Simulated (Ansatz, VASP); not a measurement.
## One calculation of Cr, two programs

The input INCAR:

```
PREC = Accurate
ENCUT = 520
EDIFF = 1E-6
ISMEAR = -1
SIGMA = 0.05
LREAL = False
LASPH = True
NELM = 150
ALGO = Normal
ISIF = 2
LWAVE = False
LCHARG = True
ISPIN = 2
MAGMOM = 1.5 -1.5
LORBIT = 11
LMAXMIX = 4
GGA = B5
ALDAX = 1.0
AGGAX = 1.0
AGGAC = 1.0
ALDAC = 0.0
LELF = True
LVHAR = True
NBANDS = 23
```

Contents of KPOINTS:

```
Automatic mesh
0
Gamma
  19 19 19
```

The input POSCAR:

```
Cr
1.0
    0.0000000000      2.3688444582      2.3688444582
    2.3688444582      0.0000000000      2.3688444582
    2.3688444582      2.3688444582      0.0000000000
Cr
2
Direct
    0.0000000000      0.0000000000      0.0000000000
    0.5000000000      0.5000000000      0.5000000000
```

Input for Ansatz:

```yaml
crystal:
  lattice:
    - [0.0, 2.3688444582, 2.3688444582]
    - [2.3688444582, 0.0, 2.3688444582]
    - [2.3688444582, 2.3688444582, 0.0]
  atoms:
    - { symbol: Cr, position: [0.0, 0.0, 0.0], spin: 1.5 }
    - { symbol: Cr, position: [0.5, 0.5, 0.5], spin: -1.5 }
hamiltonian:
  xc: blyp
  pseudopotentials:
    kind: paw
    azcp:
      Cr: "pseudopotentials/Cr.paw.azcp"
basis:
  ecutwfc: 420
  fft_grid_basis: typed
kpoints:
  mp_grid: { grid: [19, 19, 19], shift: [0, 0, 0] }
magnetization:
  spin_polarized: true
scf:
  occupations: { method: fermi_dirac, width: 0.05 }
```

Alike in both runs: task single point; functional BLYP; k mesh 19 × 19 × 19; occupations fermi-dirac, width 0.05 eV; collinear spin.

|  | VASP | Ansatz |
| --- | --- | --- |
| version | VASP 6.6.1 | Ansatz 0.2.0 |
| potentials or method | VASP PAW PBE potentials, release 64 (Cr_pv), cutoff 520 eV | plane waves (420 eV) with PAW, scalar-relativistic |
| valence electrons in the cell | 24 | 28 |

VASP gave:

- net moment per atom (μB): 0.00
- size of the moment on the site where the two differ most (μB): 0.16

Question: Estimate Ansatz's values.

Answer: net moment per atom (μB): 0.00; size of the moment on the site where the two differ most (μB): 0.00.

VASP's potentials were made for PBE, not for BLYP. Site moments also hang on the region over which each program counts them. VASP's potentials hold 24 valence electrons a cell and Ansatz's 28, so a difference there can come from the potentials and not from the codes. Ansatz's warnings: seeded moment not kept.
